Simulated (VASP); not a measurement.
# Hf3F2 in VASP: notebook

Runs on Hf3F2. Level: PBE. Tasks: single point.

All numbers are computed with VASP 6.6.1; they aren't measurements. Logs are shortened: lines on timing, memory, paths and dates and some standing lists are left out, and cuts for length are marked.

## (1) The cell of the first run

It takes space group P4/mmm (No. 123, tetragonal). The conventional cell has a = 3.237 Å, b = 3.237 Å, c = 9.005 Å, α = 90.00°, β = 90.00°, γ = 90.00°. Hf (site symmetry 4/mmm) has 6 Hf at 2.81 to 3.24 Å within 3.7 Å. Hf (site symmetry 4mm) has 4 F at 2.34 Å and 1 Hf at 2.81 Å within 3.1 Å. Within 3.0 Å of F (site symmetry mmm) lie 4 F at 2.29 Å and 4 Hf at 2.34 Å.

The cell was built from a structure type or drawn by symmetry, and may not be a known phase.

## (2) Single point, PBE

INCAR

```
SYSTEM = Hf3F2
ALGO     = Normal         ! electronic algorithm
EDIFF    = 1E-6           ! SCF threshold, eV
ENCUT    = 600            ! plane-wave cutoff, eV
GGA      = PE             ! functional
GGA_COMPAT= .False.      
ISIF     = 2              ! what is computed and relaxed
ISMEAR   = 0              ! smearing method
LASPH    = .True.         ! aspherical terms in the spheres
LCHARG   = .False.        ! write CHGCAR
LREAL    = .False.        ! projectors in reciprocal space
LWAVE    = .False.        ! write WAVECAR
NBANDS   = 30             ! bands
NELM     = 120            ! most SCF steps
PREC     = Accurate       ! precision mode
SIGMA    = 0.2            ! smearing width, eV
```

KPOINTS

```
k-points
0
Gamma
  5 5 3
  0 0 0
```

POSCAR

```
Hf3F2
1.0
    3.2374980289      0.0000000000      0.0000000000
    0.0000000000      3.2374980289      0.0000000000
    0.0000000000      0.0000000000      9.0051744705
Hf F
3 2
Direct
    0.0000000000      0.0000000000      0.5000000000
    0.0000000000      0.0000000000      0.1881036073
    0.0000000000      0.0000000000      0.8118963927
    0.5000000000      0.0000000000      0.0000000000
    0.0000000000      0.5000000000      0.0000000000
```

Potentials or basis: VASP PAW PBE potentials, release 64 (Hf_pv, F).

On the command line:

```sh
$ cat potpaw_PBE.64/Hf_pv/POTCAR potpaw_PBE.64/F/POTCAR > POTCAR
$ mpirun -np 1 vasp_std > vasp.out
```

OUTCAR:

```text
SYSTEM = Hf3F2
   EDIFF = 1E-6
   ENCUT = 600
   GGA = PE
   ISIF = 2
   ISMEAR = 0
   LASPH = .True.
   LREAL = .False.
   NELM = 120
   PREC = Accurate

 ion  position               nearest neighbor table
   1  0.000  0.000  0.500-   2 2.81   3 2.81
   2  0.000  0.000  0.188-   4 2.34   5 2.34   5 2.34   4 2.34   1 2.81   3 3.39
   3  0.000  0.000  0.812-   4 2.34   5 2.34   5 2.34   4 2.34   1 2.81   2 3.39
   4  0.500  0.000  0.000-   2 2.34   3 2.34   2 2.34   3 2.34
   5  0.000  0.500  0.000-   2 2.34   3 2.34   2 2.34   3 2.34

  LATTYP: Found a simple tetragonal cell.
 ALAT       =     3.2374980289
 C/A-ratio  =     2.7815227655

  Lattice vectors:

 A1 = (   3.2374980289,   0.0000000000,   0.0000000000)
 A2 = (   0.0000000000,   3.2374980289,   0.0000000000)
 A3 = (   0.0000000000,   0.0000000000,   9.0051744705)

Analysis of symmetry for initial positions (statically):
=====================================================================
 Subroutine PRICEL returns:
 Original cell was already a primitive cell.

 Routine SETGRP: Setting up the symmetry group for a
 simple tetragonal supercell.

 Subroutine GETGRP returns: Found 16 space group operations
 (whereof 16 operations were pure point group operations)
 out of a pool of 16 trial point group operations.

The static configuration has the point symmetry D_4h.

Analysis of symmetry for dynamics (positions and initial velocities):
=====================================================================
 Subroutine PRICEL returns:
 Original cell was already a primitive cell.

 Routine SETGRP: Setting up the symmetry group for a
 simple tetragonal supercell.

 Subroutine GETGRP returns: Found 16 space group operations
 (whereof 16 operations were pure point group operations)
 out of a pool of 16 trial point group operations.

The dynamic configuration has the point symmetry D_4h.

 Subroutine INISYM returns: Found 16 space group operations
 (whereof 16 operations are pure point group operations),
 and found     1 'primitive' translations

----------------------------------------------------------------------------------------

                                     Primitive cell

  volume of cell :      94.3868

  direct lattice vectors                    reciprocal lattice vectors
     3.237498029  0.000000000  0.000000000     0.308880497  0.000000000  0.000000000
     0.000000000  3.237498029  0.000000000     0.000000000  0.308880497  0.000000000
     0.000000000  0.000000000  9.005174471     0.000000000  0.000000000  0.111047265

  length of vectors
     3.237498029  3.237498029  9.005174471     0.308880497  0.308880497  0.111047265

  position of ions in fractional coordinates (direct lattice)
     0.000000000  0.000000000  0.500000000
     0.000000000  0.000000000  0.188103607
     0.000000000  0.000000000  0.811896393
     0.500000000  0.000000000  0.000000000
     0.000000000  0.500000000  0.000000000

  ion indices of the primitive-cell ions
   primitive index   ion index
                 1           1
                 2           2
                 3           3
                 4           4
                 5           5

----------------------------------------------------------------------------------------

 KPOINTS: k-points

Automatic generation of k-mesh.
 Grid dimensions read from file:
 generate k-points for:    5    5    3

 Generating k-lattice:

  Cartesian coordinates                     Fractional coordinates (reciprocal lattice)
     0.061776099  0.000000000  0.000000000     0.200000000  0.000000000  0.000000000
     0.000000000  0.061776099  0.000000000     0.000000000  0.200000000  0.000000000
     0.000000000  0.000000000  0.037015755     0.000000000  0.000000000  0.333333333

  Length of vectors
     0.061776099  0.061776099  0.037015755

  Shift w.r.t. Gamma in fractional coordinates (k-lattice)
     0.000000000  0.000000000  0.000000000

 Subroutine IBZKPT returns following result:
 ===========================================

 Found     12 irreducible k-points:

 Following reciprocal coordinates:
            Coordinates               Weight
  0.000000  0.000000  0.000000      1.000000
  0.200000  0.000000  0.000000      4.000000
  0.400000  0.000000  0.000000      4.000000
  0.200000  0.200000  0.000000      4.000000
  0.400000  0.200000  0.000000      8.000000
  0.400000  0.400000  0.000000      4.000000
  0.000000  0.000000  0.333333      2.000000
  0.200000  0.000000  0.333333      8.000000
  0.400000  0.000000  0.333333      8.000000
  0.200000  0.200000  0.333333      8.000000
  0.400000  0.200000  0.333333     16.000000
  0.400000  0.400000  0.333333      8.000000
   k-points           NKPTS =     12   k-points in BZ     NKDIM =     12   number of bands    NBANDS=     30
   number of dos      NEDOS =    301   number of ions     NIONS =      5
   total plane-waves  NPLWV =  56448
   dimension x,y,z NGX =    28 NGY =   28 NGZ =   72
   dimension x,y,z NGXF=    56 NGYF=   56 NGZF=  144
   ions per type =               3   2
   NGX,Y,Z   is equivalent  to a cutoff of  14.38, 14.38, 13.29 a.u.
   NGXF,Y,Z  is equivalent  to a cutoff of  28.76, 28.76, 26.58 a.u.
 SYSTEM =  Hf3F2
   PREC   = accura    normal or accurate (medium, high low for compatibility)
   ISTART =      0    job   : 0-new  1-cont  2-samecut
   ICHARG =      2    charge: 1-file 2-atom 10-const
   ISPIN  =      1    spin polarized calculation?
   LNONCOLLINEAR =      F non collinear calculations
   LSORBIT =      F    spin-orbit coupling
   LASPH  =      T    aspherical Exc in radial PAW
   ENCUT  =  600.0 eV  44.10 Ry    6.64 a.u.   6.47  6.47 17.99*2*pi/ulx,y,z
   NELM   =    120;   NELMIN=  2; NELMDL= -5     # of ELM steps
   EDIFF  = 0.1E-05   stopping-criterion for ELM
   LREAL  =      F    real-space projection
   EDIFFG = 0.1E-04   stopping-criterion for IOM
   NSW    =      0    number of steps for IOM
   IBRION =     -1    ionic relax: 0-MD 1-quasi-New 2-CG
   NFREE  =      0    steps in history (QN), initial steepest desc. (CG)
   ISIF   =      2    stress and relaxation
   ISYM   =      2    0-nonsym 1-usesym 2-fastsym
   POTIM  = 0.5000    time-step for ionic-motion
   TEBEG  =    0.0;   TEEND  =   0.0 temperature during run
   PSTRESS=    0.0 pullay stress
   NELECT =      44.0000    total number of electrons
   NUPDOWN=      -1.0000    fix difference up-down
   EMIN   =  10.00;   EMAX   =-10.00  energy-range for DOS
   EFERMI =   0.00;   METHOD = LEGACY
   ISMEAR =     0;   SIGMA  =   0.20  broadening in eV -4-tet -1-fermi 0-gaus
   EFERMI_NEDOS =   21; number of points for ismear=-14 and -15
   IALGO  =     38    algorithm
   IMIX   =      4    mixing-type and parameters
     AMIX     =   0.40;   BMIX     =  1.00
     AMIX_MAG =   1.60;   BMIX_MAG =  1.00
  volume/ion in A,a.u.               =      18.88       127.39
  Fermi-wavevector in a.u.,A,eV,Ry     =   1.269371  2.398764 21.923115  1.611303
  Thomas-Fermi vector in A             =   2.402416
   LORBIT       =      0    0 simple, 1 ext, 2 COOP (PROOUT), +10 PAW based schemes
   GGA     = PE    functional components
   LHFCALC =     F    Hartree Fock is set to
   AEXX    =    0.0000 exact exchange contribution
   IVDW    =     0    specifies the selected vdW correction
   LEPSILON=     F    determine dielectric tensor
   LRPA    =     F    only Hartree local field effects (RPA)
 non-spin polarized calculation
 Gauss-broadening in eV      SIGMA  =   0.20
  energy-cutoff  :      600.00
  volume of cell :       94.39
 maximum number of plane-waves:      3200
 NGX is ok and might be reduce to    28
   NGX = 13   NGY = 13   NGZ = 35

 number of electron      44.0000007 magnetization

 Free energy of the ion-electron system (eV)
  ---------------------------------------------------
  ext. energy  EPLUGINS =         0.00000000
  ---------------------------------------------------
  free energy    TOTEN  =       -37.37782163 eV

  energy without entropy =      -37.26511477  energy(sigma->0) =      -37.32146820

 E-fermi :   3.9965     XC(G=0): -10.5515

 val. band max:        3.9540927900   @ k =   0.4000   0.2000   0.0000
 cond. band min:       4.0025879427   @ k =   0.4000   0.4000   0.3333
 fundamental gap:      0.0484951527
 Fermi energy:         3.9965306094

 k-point     1 :       0.0000    0.0000    0.0000
  band No.  band energies     occupation
      1     -28.0307      2.00000
      2     -27.8037      2.00000
      3     -27.5161      2.00000
      4     -27.5161      2.00000
      5     -27.4960      2.00000
      6     -27.4960      2.00000
[... 22 lines left out ...]
     29       7.8133      0.00000
     30       7.8497      0.00000

 k-point     2 :       0.2000    0.0000    0.0000
  band No.  band energies     occupation
      1     -27.9886      2.00000
      2     -27.7885      2.00000
      3     -27.6577      2.00000
      4     -27.6166      2.00000
      5     -27.5062      2.00000
      6     -27.4867      2.00000
[... 22 lines left out ...]
     29       7.0894      0.00000
     30       7.1503      0.00000

 k-point     3 :       0.4000    0.0000    0.0000
  band No.  band energies     occupation
      1     -27.9317      2.00000
      2     -27.8638      2.00000
      3     -27.8069      2.00000
      4     -27.7630      2.00000
      5     -27.4903      2.00000
      6     -27.4714      2.00000
[... 22 lines left out ...]
     29       7.1636      0.00000
     30       7.1674      0.00000

 k-point     4 :       0.2000    0.2000    0.0000
  band No.  band energies     occupation
      1     -27.9494      2.00000
      2     -27.7736      2.00000
      3     -27.6503      2.00000
      4     -27.6413      2.00000
      5     -27.6087      2.00000
      6     -27.6033      2.00000
[... 220 lines left out ...]
     29       6.3496      0.00000
     30       6.9406      0.00000

 k-point    11 :       0.4000    0.2000    0.3333
  band No.  band energies     occupation
      1     -27.9483      2.00000
      2     -27.8714      2.00000
      3     -27.7959      2.00000
      4     -27.6589      2.00000
      5     -27.6255      2.00000
      6     -27.5895      2.00000
[... 22 lines left out ...]
     29       7.3526      0.00000
     30       7.4414      0.00000

 k-point    12 :       0.4000    0.4000    0.3333
  band No.  band energies     occupation
      1     -27.9009      2.00000
      2     -27.8612      2.00000
      3     -27.8211      2.00000
      4     -27.7768      2.00000
      5     -27.7744      2.00000
      6     -27.6294      2.00000
[... 22 lines left out ...]
     29       8.0709      0.00000
     30       8.3347      0.00000

------------------------ aborting loop because EDIFF is reached ----------------------------------------

  FORCE on cell =-STRESS in cart. coord.  units (eV):
  Direction    XX          YY          ZZ          XY          YZ          ZX
  --------------------------------------------------------------------------------------
  -------------------------------------------------------------------------------------
  Total       -0.7688973     -0.7688973     -1.2624574      0.0000000      0.0000000      0.0000000
  in kB      -13.0517207    -13.0517207    -21.4297030      0.0000000      0.0000000      0.0000000
  external PRESSURE =     -15.8443815 kB  Pullay stress =       0.0000000 kB

 VOLUME and BASIS-vectors are now :
 -----------------------------------------------------------------------------
  energy-cutoff  :      600.00
  volume of cell :       94.39
      direct lattice vectors                 reciprocal lattice vectors
     3.237498029  0.000000000  0.000000000     0.308880497  0.000000000  0.000000000
     0.000000000  3.237498029  0.000000000     0.000000000  0.308880497  0.000000000
     0.000000000  0.000000000  9.005174471     0.000000000  0.000000000  0.111047265

 POSITION                                       TOTAL-FORCE (eV/Angst)
 -----------------------------------------------------------------------------------
      0.00000      0.00000      4.50259         0.000000     -0.000000      0.000000
      0.00000      0.00000      1.69391        -0.000000      0.000000     -0.086366
      0.00000      0.00000      7.31127        -0.000000      0.000000      0.086366
      1.61875      0.00000      0.00000         0.000000     -0.000000      0.000000
      0.00000      1.61875      0.00000         0.000000     -0.000000      0.000000
 -----------------------------------------------------------------------------------
    total drift:                               -0.000000      0.000000     -0.000000

  FREE ENERGIE OF THE ION-ELECTRON SYSTEM (eV)
  ---------------------------------------------------
  free  energy   TOTEN  =       -37.3778216256 eV

  energy  without entropy=      -37.2651147708  energy(sigma->0) =      -37.32146820
```

It took 93 s on 1 thread of Intel Xeon 8259CL, shared host; peak memory 0.23 GiB.

What came out:

```
Free energy            : -37.3778 eV
Pressure               : -1.6 GPa
Largest force          : 0.086 eV/Å
Band gap on the k mesh : zero (bands 22 and 23 overlap by 0.50 eV)
```

Forces in eV/Å, atoms in the order of the input:
```
Hf   0.000  0.000  0.000
Hf   0.000  0.000 -0.086
Hf   0.000  0.000  0.086
F    0.000  0.000  0.000
F    0.000  0.000  0.000
```

Caveat: the k points lie up to 0.39 Å⁻¹ apart, too coarse for converged energies and pressures of a metal; spin-orbit coupling is left out, which moves the levels of the heavy elements.

(Part 1 of 2 ends here.)
